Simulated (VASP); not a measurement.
A run of VASP 6.6.1 is set up as follows.

INCAR

```
SYSTEM = C
ALGO = Normal ; EDIFF = 1E-6
ENCUT = 600 ; GGA = PE
GGA_COMPAT = .FALSE. ; ISIF = 2
ISMEAR = 0 ; LASPH = .TRUE.
LCHARG = .TRUE. ; LELF = .TRUE.
LREAL = .FALSE. ; LVHAR = .TRUE.
LWAVE = .FALSE. ; NBANDS = 11
NELM = 120 ; PREC = Accurate
SIGMA = 0.1
```

KPOINTS

```
k-points
0
G
  6 6 2
  0 0 0
```

The input POSCAR:

```
C
1.0
    2.4561701622      0.0000000000      0.0000000000
   -1.2280850811      2.1271057565      0.0000000000
    0.0000000000      0.0000000000      8.5238033600
C
2
Direct
    0.4443333333      1.4676666667      0.9700000000
    0.7776666667      1.1343333333      0.9700000000
```

Potentials or basis: VASP PAW PBE potentials, release 64 (C).

Run with:

```bash
$ cat potpaw_PBE.64/C/POTCAR > POTCAR
$ mpirun -np 1 vasp_std > vasp.out
```

Predict the band gap on the k mesh.

zero (filled and empty bands touch).

Caveat: the k points lie up to 0.49 Å⁻¹ apart.
